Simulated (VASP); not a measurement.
## Sc: single point with RPBE

Sc:

```
Sc
1.0
     0.00000    2.40633    2.40633
     2.40633    0.00000    2.40633
     2.40633    2.40633    0.00000
Sc
1
Cartesian
  0.0000 0.0000 0.0000
```

This cell differs from its parent crystal: volume scaled by 1.08.

- Program: VASP 6.6.1
- Task: single point
- Functional: RPBE
- Potentials or basis: VASP PAW PBE potentials, release 64 (Sc_sv)
- Cutoff: 520 eV
- k mesh: 13 × 13 × 13
- Occupations: fermi-dirac, width 0.1 eV
- Spin: no spin polarisation

```
Pressure : -3.3 GPa
```

Levels at points of the mesh, in eV from the Fermi level:
| k point | band 3 | band 4 | band 5 | band 6 | band 7 | band 8 |
| --- | --- | --- | --- | --- | --- | --- |
| (0.00, 0.00, 0.00) | -28.33 | -28.33 | -4.94 | 1.42 | 1.42 | 1.42 |

It took 70 s on 1 thread of Intel Xeon 6975P-C, with other jobs on the host, peak memory 0.17 GiB.

Caveat: the PAW data sets were made with another functional, which shifts forces and pressure a little.
